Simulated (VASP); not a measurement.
Crystal: RbHgBr2.

```
CELL_PARAMETERS angstrom
5.34600 0.00000 0.00000
0.00000 5.34600 0.00000
0.00000 0.00000 4.93465
ATOMIC_POSITIONS crystal
Rb 0.50000 0.50000 0.50000
Hg 0.00000 0.00000 0.00000
Br 0.50000 0.00000 0.00000
Br 0.00000 0.50000 0.00000
```

* Program: VASP 6.6.1
* Task: relaxation of cell and atoms
* Functional: PBE
* Potentials or basis: VASP PAW PBE potentials, release 64 (Rb_sv, Hg_sv_GW, Br)
* Cutoff: 500 eV
* k mesh: 4 × 4 × 4
* Occupations: gaussian, width 0.1 eV
* Spin: no spin polarisation

At the start: pressure 5.4 GPa; volume 35.26 Å³/atom.

**Question.** How do energy, volume and symmetry change on relaxing?

**Answer.** Over 8 steps the energy falls by 157.6 meV/atom and the volume is 37.72 Å³/atom (+7.0 %); space group P4/mmm (No. 123, to 0.1 Å) before and after.

Step by step:
| step | energy change (eV) | largest force (eV/Å) | pressure (GPa) | volume (Å³) |
| --- | --- | --- | --- | --- |
| 1 | 0.0000 | 0.0000 | 5.38 | 141.03 |
| 2 | -0.5659 | 0.0000 | -0.61 | 166.09 |
| 3 | -0.5667 | 0.0000 | -0.45 | 164.80 |
| 4 | -0.5666 | 0.0000 | -0.51 | 165.29 |
| 5 | -0.5856 | 0.0000 | -0.45 | 162.83 |
| 6 | -0.6182 | 0.0000 | -0.27 | 156.84 |
| 7 | -0.6185 | 0.0000 | 0.26 | 144.78 |
| 8 | -0.6303 | 0.0000 | -0.04 | 150.88 |

Final structure:
```
Rb Hg Br
1.0
     5.83274    0.00000    0.00000
     0.00000    5.83274    0.00000
     0.00000    0.00000    4.43507
Rb Hg Br
1 1 2
Direct
  0.50000 0.50000 0.50000
  0.00000 0.00000 0.00000
  0.50000 0.00000 0.00000
  0.00000 0.50000 0.00000
```

Caveat: an odd number of electrons without spin polarisation forces a metal; a magnetic or distorted state may lie lower.
